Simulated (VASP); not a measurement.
# MgH2 (I4_1/amd) in VASP: a series of runs, part 2 of 3

VASP 6.6.1.

### 3 Single point, r2SCAN (10.85 Å³/atom)

This run uses another cell than the first one, of 10.85 Å³/atom.

File POSCAR:

```
MgH2
1.0
   -1.8715573534      1.8715573534      4.6461729972
    1.8715573534     -1.8715573534      4.6461729972
    1.8715573534      1.8715573534     -4.6461729972
Mg H
2 4
Direct
    0.7500000000      0.2500000000      0.5000000000
    0.0000000000      0.0000000000      0.0000000000
    0.5398169929      0.0398169929      0.5000000000
    0.7898169929      0.7898169929      0.0000000000
    0.2101830071      0.2101830071      0.0000000000
    0.9601830071      0.4601830071      0.5000000000
```

File INCAR.step1:

```
SYSTEM = MgH2
  PREC = Accurate
  ENCUT = 520
  ISMEAR = 0
  SIGMA = 0.01
  LREAL = .False.
  LASPH = .True.
  NELM = 100
  NBANDS = 13
  GGA = PE
  ALGO = Normal
  EDIFF = 1E-4
  LWAVE = .True.
  LCHARG = .False.
```

File INCAR.step2:

```
SYSTEM = MgH2
  PREC = Accurate
  ENCUT = 520
  EDIFF = 1E-6
  ISMEAR = 0
  SIGMA = 0.01
  LREAL = .False.
  LASPH = .True.
  NELM = 100
  ALGO = Normal
  ISIF = 2
  LWAVE = .False.
  LCHARG = .False.
  METAGGA = R2SCAN
  LMIXTAU = .True.
  NBANDS = 13
  ISTART = 1
```

File KPOINTS:

```
Automatic mesh
0
Gamma
  8 8 8
  0 0 0
```

Potentials or basis: VASP PAW PBE potentials, release 64 (Mg, H).

Run with:

```console
$ cat potpaw_PBE.64/Mg/POTCAR potpaw_PBE.64/H/POTCAR > POTCAR
$ cp INCAR.step1 INCAR
$ mpirun -np 1 vasp_std > vasp.out
$ cp INCAR.step2 INCAR
$ mpirun -np 1 vasp_std > vasp.out
```

It took 2.3 min on 1 thread of Intel Xeon 6975P-C (Granite Rapids), shared host; peak memory 0.27 GiB.

The run converged. Its results:

```yaml
Free_energy: -23.5207 eV
Pressure: 1.2 GPa
Largest_force: 0.023 eV/Å
Band_gap_on_the_k_mesh: 4.12 eV (least direct gap 5.28 eV)
```

Forces in eV/Å, atoms in the order of the input:
```
Mg   0.000  0.000  0.000
Mg   0.000  0.000  0.000
H    0.000  0.000 -0.023
H    0.000  0.000 -0.023
H    0.000  0.000  0.023
H    0.000  0.000  0.023
```

Stress tensor (GPa, compression positive):
```
1.14 0.00 0.00
0.00 1.14 0.00
0.00 0.00 1.25
```

Levels at points of the mesh, in eV from the valence-band top:
```csv
k point,band 1,band 2,band 3,band 4,band 5,band 6,band 7,band 8
"(0.00, 0.00, 0.00)",-7.03,-2.11,-1.85,0.00,5.28,7.38,7.38,7.93
"(0.50, 0.00, 0.00)",-4.96,-3.77,-2.60,-0.92,4.69,7.54,8.06,8.69
"(0.50, 0.50, 0.00)",-3.00,-3.00,-2.57,-2.57,4.12,4.12,6.77,6.77
"(0.50, 0.50, 0.50)",-5.52,-5.52,-0.33,-0.33,6.05,6.05,9.54,9.54
```

Caveat: the PAW data sets were made with another functional, which shifts forces and pressure a little.

### 4 Single point, r2SCAN

This run uses another cell than the first one, of 11.19 Å³/atom.

POSCAR: that of step 3 with these lines changed.

```diff
@@ -2,5 +2,5 @@
 1.0
-   -1.8715573534      1.8715573534      4.6461729972
-    1.8715573534     -1.8715573534      4.6461729972
-    1.8715573534      1.8715573534     -4.6461729972
+   -1.8906561965      1.8906561965      4.6935862004
+    1.8906561965     -1.8906561965      4.6935862004
+    1.8906561965      1.8906561965     -4.6935862004
 Mg H
```

File INCAR.step1:

```
PREC     = Accurate       # precision mode
ENCUT    = 520            # plane-wave cutoff, eV
ISMEAR   = 0              # smearing method
SIGMA    = 0.01           # smearing width, eV
LREAL    = False          # projectors in reciprocal space
LASPH    = True           # aspherical terms in the spheres
NELM     = 80             # most SCF steps
NBANDS   = 13             # bands
GGA      = PE             # functional
ALGO     = Normal         # electronic algorithm
EDIFF    = 1E-4           # SCF threshold, eV
LWAVE    = True           # write WAVECAR
LCHARG   = False          # write CHGCAR
```

File INCAR.step2:

```
PREC     = Accurate       # precision mode
ENCUT    = 520            # plane-wave cutoff, eV
EDIFF    = 1E-6           # SCF threshold, eV
ISMEAR   = 0              # smearing method
SIGMA    = 0.01           # smearing width, eV
LREAL    = False          # projectors in reciprocal space
LASPH    = True           # aspherical terms in the spheres
NELM     = 80             # most SCF steps
ALGO     = Normal         # electronic algorithm
ISIF     = 2              # what is computed and relaxed
LWAVE    = False          # write WAVECAR
LCHARG   = True           # write CHGCAR
METAGGA  = R2SCAN         # meta-GGA
LMIXTAU  = True         
LELF     = True           # ELF
LVHAR    = True         
NBANDS   = 13             # bands
ISTART   = 1
```

File KPOINTS:

```
Automatic mesh
0
Gamma
  8 8 8
```

Potentials or basis: VASP PAW PBE potentials, release 64 (Mg, H).

Run with:

```console
$ cat potpaw_PBE.64/Mg/POTCAR potpaw_PBE.64/H/POTCAR > POTCAR
$ cp INCAR.step1 INCAR
$ mpirun -np 1 vasp_std > vasp.out
$ cp INCAR.step2 INCAR
$ mpirun -np 1 vasp_std > vasp.out
```

OUTCAR:

```text
PREC = Accurate
   ENCUT = 520
   EDIFF = 1E-6
   ISMEAR = 0
   LREAL = False
   LASPH = True
   NELM = 80
   ISIF = 2
   METAGGA = R2SCAN
   ISTART = 1

 ion  position               nearest neighbor table
   1  0.750  0.250  0.500-   4 1.93   5 1.93   4 1.93   5 1.93   3 1.97   6 1.97   2 3.01   2 3.01
                             2 3.01   2 3.01
   2  0.000  0.000  0.000-   3 1.93   6 1.93   3 1.93   6 1.93   5 1.97   4 1.97   1 3.01   1 3.01
                             1 3.01   1 3.01
   3  0.540  0.040  0.500-   2 1.93   2 1.93   1 1.97
   4  0.790  0.790  0.000-   1 1.93   1 1.93   2 1.97
   5  0.210  0.210  0.000-   1 1.93   1 1.93   2 1.97
[... 595 lines left out ...]
  Total       -0.1460852     -0.1460852     -0.1733567      0.0000000     -0.0000000      0.0000000
  in kB       -3.4876009     -3.4876009     -4.1386747      0.0000000     -0.0000000      0.0000000
  external PRESSURE =      -3.7046255 kB  Pullay stress =       0.0000000 kB

 VOLUME and BASIS-vectors are now :
 -----------------------------------------------------------------------------
  energy-cutoff  :      520.00
  volume of cell :       67.11
      direct lattice vectors                 reciprocal lattice vectors
    -1.890656196  1.890656196  4.693586200     0.000000000  0.264458446  0.106528351
     1.890656196 -1.890656196  4.693586200     0.264458446  0.000000000  0.106528351
     1.890656196  1.890656196 -4.693586200     0.264458446  0.264458446  0.000000000

 POSITION                                       TOTAL-FORCE (eV/Angst)
 -----------------------------------------------------------------------------------
      0.00000      1.89066      2.34679         0.000000      0.000000     -0.000000
      0.00000      0.00000      0.00000         0.000000      0.000000     -0.000000
      0.00000      1.89066      0.37377         0.000000     -0.000000      0.008480
      0.00000      0.00000      7.41415        -0.000000      0.000000      0.008480
      0.00000      0.00000      1.97302        -0.000000      0.000000     -0.008480
      0.00000      1.89066      4.31982         0.000000     -0.000000     -0.008480
 -----------------------------------------------------------------------------------
    total drift:                               -0.000000     -0.000000      0.000000

  FREE ENERGIE OF THE ION-ELECTRON SYSTEM (eV)
  ---------------------------------------------------
  free  energy   TOTEN  =       -23.5271391037 eV

  energy  without entropy=      -23.5271391037  energy(sigma->0) =      -23.52713910
```

OUTCAR.step1:

```text
PREC = Accurate
   ENCUT = 520
   ISMEAR = 0
   LREAL = False
   LASPH = True
[... 624 lines left out ...]
      0.00000      1.89066      0.37377        -0.000000      0.000000     -0.022269
      0.00000      0.00000      7.41415         0.000000     -0.000000     -0.022269
      0.00000      0.00000      1.97302         0.000000     -0.000000      0.022269
      0.00000      1.89066      4.31982        -0.000000      0.000000      0.022269
 -----------------------------------------------------------------------------------
    total drift:                               -0.000000      0.000000     -0.000000

  FREE ENERGIE OF THE ION-ELECTRON SYSTEM (eV)
  ---------------------------------------------------
  free  energy   TOTEN  =       -17.4664140267 eV

  energy  without entropy=      -17.4664140267  energy(sigma->0) =      -17.46641403
```

It took 2.1 min on 1 thread of Intel Xeon 6975P-C (Granite Rapids), shared host; peak memory 0.27 GiB.

What came out:

```yaml
Free_energy: -23.5271 eV
Pressure: -0.4 GPa
Largest_force: 0.008 eV/Å
Band_gap_on_the_k_mesh: 4.10 eV (least direct gap 5.25 eV)
```

Forces in eV/Å, atoms in the order of the input:
```
Mg   0.000  0.000  0.000
Mg   0.000  0.000  0.000
H    0.000  0.000  0.008
H    0.000  0.000  0.008
H    0.000  0.000 -0.008
H    0.000  0.000 -0.008
```

Levels at points of the mesh, in eV from the valence-band top:
```tsv
k point	band 2	band 3	band 4	band 5	band 6	band 7
(0.00, 0.00, 0.00)	-2.07	-1.81	0.00	5.25	7.26	7.26
(0.50, 0.00, 0.00)	-3.68	-2.54	-0.90	4.65	7.42	7.92
(0.50, 0.50, 0.00)	-2.94	-2.52	-2.52	4.10	4.10	6.64
(0.50, 0.50, 0.50)	-5.40	-0.31	-0.31	5.97	5.97	9.41
```

Caveat: the PAW data sets were made with another functional, which shifts forces and pressure a little.

(Continued in part 3 of 3.)
